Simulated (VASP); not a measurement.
# AlGaN2 (P-4m2) in VASP: a series of runs, part 2 of 2

VASP 6.6.1. The steps go on from the part before.

### 3 Single point, LDA (volume 11.061 Å^3 an atom, c/a of the conventional cell 1.1731)

Contents of INCAR:

```
  PREC = Accurate
  ENCUT = 520
  EDIFF = 1E-6
  ISMEAR = 0
  SIGMA = 0.05
  LREAL = F
  LASPH = T
  NELM = 80
  ALGO = Normal
  ISIF = 2
  LWAVE = F
  LCHARG = F
  NBANDS = 21
```

Contents of KPOINTS:

```
regular mesh
0
Gamma
  8 8 6
```

Contents of POSCAR:

```
AlGaN2
1.0
    3.3535628472      0.0000000000      0.0000000000
    0.0000000000      3.3535628472      0.0000000000
    0.0000000000      0.0000000000      3.9340645761
Al Ga N
1 1 2
Direct
    0.5000000000      0.5000000000      0.5000000000
    0.0000000000      0.0000000000      0.0000000000
    0.5000000000      0.0000000000      0.7364949052
    0.0000000000      0.5000000000      0.2635050948
```

Potentials or basis: VASP PAW LDA potentials, release 64 (Al, Ga_d, N).

The run is started by

```bash
> cat potpaw_LDA.64/Al/POTCAR potpaw_LDA.64/Ga_d/POTCAR potpaw_LDA.64/N/POTCAR > POTCAR
> mpirun -np 1 vasp_std > vasp.out
```

OUTCAR:

```text
PREC = Accurate
   ENCUT = 520
   EDIFF = 1E-6
   ISMEAR = 0
   LREAL = F
   LASPH = T
   NELM = 80
   ISIF = 2

 ion  position               nearest neighbor table
   1  0.500  0.500  0.500-   3 1.92   4 1.92   3 1.92   4 1.92   2 3.08   2 3.08   2 3.08   2 3.08
                             2 3.08   2 3.08   2 3.08   2 3.08
   2  0.000  0.000  0.000-   3 1.97   4 1.97   4 1.97   3 1.97   1 3.08   1 3.08   1 3.08   1 3.08
                             1 3.08   1 3.08   1 3.08   1 3.08
   3  0.500  0.000  0.736-   1 1.92   1 1.92   2 1.97   2 1.97
   4  0.000  0.500  0.264-   1 1.92   1 1.92   2 1.97   2 1.97

  LATTYP: Found a simple tetragonal cell.
 ALAT       =     3.3535628472
 C/A-ratio  =     1.1731000000

  Lattice vectors:

 A1 = (   3.3535628472,   0.0000000000,   0.0000000000)
 A2 = (   0.0000000000,   3.3535628472,   0.0000000000)
 A3 = (   0.0000000000,   0.0000000000,   3.9340645761)

Analysis of symmetry for initial positions (statically):
=====================================================================
 Subroutine PRICEL returns:
 Original cell was already a primitive cell.

 Routine SETGRP: Setting up the symmetry group for a
 simple tetragonal supercell.

 Subroutine GETGRP returns: Found  8 space group operations
 (whereof  8 operations were pure point group operations)
 out of a pool of 16 trial point group operations.

The static configuration has the point symmetry D_2d.

Analysis of symmetry for dynamics (positions and initial velocities):
=====================================================================
 Subroutine PRICEL returns:
 Original cell was already a primitive cell.

 Routine SETGRP: Setting up the symmetry group for a
 simple tetragonal supercell.

 Subroutine GETGRP returns: Found  8 space group operations
 (whereof  8 operations were pure point group operations)
 out of a pool of 16 trial point group operations.

The dynamic configuration has the point symmetry D_2d.

 Subroutine INISYM returns: Found  8 space group operations
 (whereof  8 operations are pure point group operations),
 and found     1 'primitive' translations

----------------------------------------------------------------------------------------

                                     Primitive cell

  volume of cell :      44.2440

  direct lattice vectors                    reciprocal lattice vectors
     3.353562847  0.000000000  0.000000000     0.298190326  0.000000000  0.000000000
     0.000000000  3.353562847  0.000000000     0.000000000  0.298190326  0.000000000
     0.000000000  0.000000000  3.934064576     0.000000000  0.000000000  0.254190032

  length of vectors
     3.353562847  3.353562847  3.934064576     0.298190326  0.298190326  0.254190032

  position of ions in fractional coordinates (direct lattice)
     0.500000000  0.500000000  0.500000000
     0.000000000  0.000000000  0.000000000
     0.500000000  0.000000000  0.736494905
     0.000000000  0.500000000  0.263505095

  ion indices of the primitive-cell ions
   primitive index   ion index
                 1           1
                 2           2
                 3           3
                 4           4

----------------------------------------------------------------------------------------

 KPOINTS: regular mesh

Automatic generation of k-mesh.
[... 24 lines left out ...]
  0.125000  0.000000  0.000000      4.000000
  0.250000  0.000000  0.000000      4.000000
  0.375000  0.000000  0.000000      4.000000
  0.500000  0.000000  0.000000      2.000000
  0.125000  0.125000  0.000000      4.000000
[... 16 lines left out ...]
  0.375000  0.125000  0.166667     16.000000
  0.500000  0.125000  0.166667      8.000000
 [... further k-points ...]
   k-points           NKPTS =     60   k-points in BZ     NKDIM =     60   number of bands    NBANDS=     21
   number of dos      NEDOS =    301   number of ions     NIONS =      4
   total plane-waves  NPLWV =  23520
   dimension x,y,z NGX =    28 NGY =   28 NGZ =   30
   dimension x,y,z NGXF=    56 NGYF=   56 NGZF=   60
   ions per type =               1   1   2
   NGX,Y,Z   is equivalent  to a cutoff of  13.88, 13.88, 12.68 a.u.
   NGXF,Y,Z  is equivalent  to a cutoff of  27.76, 27.76, 25.35 a.u.
 SYSTEM =  unknown system
   PREC   = accura    normal or accurate (medium, high low for compatibility)
   ISTART =      0    job   : 0-new  1-cont  2-samecut
   ICHARG =      2    charge: 1-file 2-atom 10-const
   ISPIN  =      1    spin polarized calculation?
   LNONCOLLINEAR =      F non collinear calculations
   LSORBIT =      F    spin-orbit coupling
   LASPH  =      T    aspherical Exc in radial PAW
   ENCUT  =  520.0 eV  38.22 Ry    6.18 a.u.   6.24  6.24  7.31*2*pi/ulx,y,z
   NELM   =     80;   NELMIN=  2; NELMDL= -5     # of ELM steps
   EDIFF  = 0.1E-05   stopping-criterion for ELM
   LREAL  =      F    real-space projection
   EDIFFG = 0.1E-04   stopping-criterion for IOM
   NSW    =      0    number of steps for IOM
   IBRION =     -1    ionic relax: 0-MD 1-quasi-New 2-CG
   NFREE  =      0    steps in history (QN), initial steepest desc. (CG)
   ISIF   =      2    stress and relaxation
   ISYM   =      2    0-nonsym 1-usesym 2-fastsym
   POTIM  = 0.5000    time-step for ionic-motion
   TEBEG  =    0.0;   TEEND  =   0.0 temperature during run
   PSTRESS=    0.0 pullay stress
   NELECT =      26.0000    total number of electrons
   NUPDOWN=      -1.0000    fix difference up-down
   EMIN   =  10.00;   EMAX   =-10.00  energy-range for DOS
   EFERMI =   0.00;   METHOD = LEGACY
   ISMEAR =     0;   SIGMA  =   0.05  broadening in eV -4-tet -1-fermi 0-gaus
   EFERMI_NEDOS =   21; number of points for ismear=-14 and -15
   IALGO  =     38    algorithm
   IMIX   =      4    mixing-type and parameters
     AMIX     =   0.40;   BMIX     =  1.00
     AMIX_MAG =   1.60;   BMIX_MAG =  1.00
  volume/ion in A,a.u.               =      11.06        74.64
  Fermi-wavevector in a.u.,A,eV,Ry     =   1.371243  2.591274 25.583142  1.880308
  Thomas-Fermi vector in A             =   2.496957
   LORBIT       =      0    0 simple, 1 ext, 2 COOP (PROOUT), +10 PAW based schemes
   GGA     = CA    functional components
   LHFCALC =     F    Hartree Fock is set to
   AEXX    =    0.0000 exact exchange contribution
   IVDW    =     0    specifies the selected vdW correction
   LEPSILON=     F    determine dielectric tensor
   LRPA    =     F    only Hartree local field effects (RPA)
 non-spin polarized calculation
 Gauss-broadening in eV      SIGMA  =   0.05
  energy-cutoff  :      520.00
  volume of cell :       44.24
 maximum number of plane-waves:      1208
 NGX is ok and might be reduce to    28
   NGX = 13   NGY = 13   NGZ = 15

 number of electron      26.0000004 magnetization

 Free energy of the ion-electron system (eV)
  ---------------------------------------------------
  ext. energy  EPLUGINS =         0.00000000
  ---------------------------------------------------
  free energy    TOTEN  =       -29.97409145 eV

  energy without entropy =      -29.97409145  energy(sigma->0) =      -29.97409145

 E-fermi :   5.7292     XC(G=0): -11.6839

 val. band max:        5.4642536979   @ k =   0.0000   0.0000   0.0000
 cond. band min:       7.9480541675   @ k =   0.0000   0.0000   0.0000
 fundamental gap:      2.4838004697
 Fermi energy:         5.7291592896

 k-point     1 :       0.0000    0.0000    0.0000
  band No.  band energies     occupation
      1      -9.9422      2.00000
      2      -8.6878      2.00000
      3      -7.8992      2.00000
      4      -7.8992      2.00000
      5      -7.8632      2.00000
      6      -7.6780      2.00000
[... 565 lines left out ...]
     20      17.7344      0.00000
     21      17.8150      0.00000

 [... further k-points ...]

------------------------ aborting loop because EDIFF is reached ----------------------------------------

  FORCE on cell =-STRESS in cart. coord.  units (eV):
  Direction    XX          YY          ZZ          XY          YZ          ZX
  --------------------------------------------------------------------------------------
  -------------------------------------------------------------------------------------
  Total       -4.1082939     -4.1082939      0.3969390      0.0000000      0.0000000      0.0000000
  in kB     -148.7708014   -148.7708014     14.3740754      0.0000000      0.0000000      0.0000000
  external PRESSURE =     -94.3891758 kB  Pullay stress =       0.0000000 kB

 VOLUME and BASIS-vectors are now :
 -----------------------------------------------------------------------------
  energy-cutoff  :      520.00
  volume of cell :       44.24
      direct lattice vectors                 reciprocal lattice vectors
     3.353562847  0.000000000  0.000000000     0.298190326  0.000000000  0.000000000
     0.000000000  3.353562847  0.000000000     0.000000000  0.298190326  0.000000000
     0.000000000  0.000000000  3.934064576     0.000000000  0.000000000  0.254190032

 POSITION                                       TOTAL-FORCE (eV/Angst)
 -----------------------------------------------------------------------------------
      1.67678      1.67678      1.96703         0.000000     -0.000000      0.000000
      0.00000      0.00000      0.00000        -0.000000      0.000000      0.000000
      1.67678      0.00000      2.89742         0.000000      0.000000     -0.023354
      0.00000      1.67678      1.03665        -0.000000      0.000000      0.023354
 -----------------------------------------------------------------------------------
    total drift:                               -0.000000     -0.000000      0.000000

  FREE ENERGIE OF THE ION-ELECTRON SYSTEM (eV)
  ---------------------------------------------------
  free  energy   TOTEN  =       -29.9740914498 eV

  energy  without entropy=      -29.9740914498  energy(sigma->0) =      -29.97409145
```

stdout:

```text
POSCAR found type information on POSCAR AlGaN
 POSCAR found :  3 types and       4 ions
 scaLAPACK will be used
 LDA part: xc-table for (Slater(with rela. corr.)+CA(PZ))
 , standard interpolation
 POSCAR, INCAR and KPOINTS ok, starting setup
 FFT: planning ... GRIDC
 FFT: planning ... GRID_SOFT
 FFT: planning ... GRID
 WAVECAR not read
 entering main loop
```

Wall time 40 s (1 thread of Intel Xeon 6975P-C, shared host); peak memory 0.18 GiB.

Results:

```
Free energy            : -29.9741 eV
Pressure               : -9.4 GPa
Largest force          : 0.023 eV/Å
Band gap on the k mesh : 2.48 eV, direct
```

Forces in eV/Å, atoms in the order of the input:
```
Al   0.000  0.000  0.000
Ga   0.000  0.000  0.000
N    0.000  0.000 -0.023
N    0.000  0.000  0.023
```

Levels at points of the mesh, in eV from the valence-band top:
| k point | band 11 | band 12 | band 13 | band 14 | band 15 | band 16 |
| --- | --- | --- | --- | --- | --- | --- |
| (0.00, 0.00, 0.00) | -0.33 | -0.33 | 0.00 | 2.48 | 3.03 | 5.20 |
| (0.50, 0.00, 0.00) | -2.14 | -1.78 | -1.62 | 6.05 | 6.38 | 6.91 |
| (0.50, 0.50, 0.00) | -1.83 | -1.83 | -1.74 | 3.58 | 3.58 | 7.06 |
| (0.00, 0.00, 0.50) | -2.20 | -1.70 | -1.70 | 5.42 | 5.74 | 6.51 |
| (0.50, 0.00, 0.50) | -1.32 | -0.62 | -0.15 | 4.24 | 5.42 | 8.54 |
| (0.50, 0.50, 0.50) | -3.45 | -3.45 | -3.45 | 7.19 | 7.19 | 8.24 |
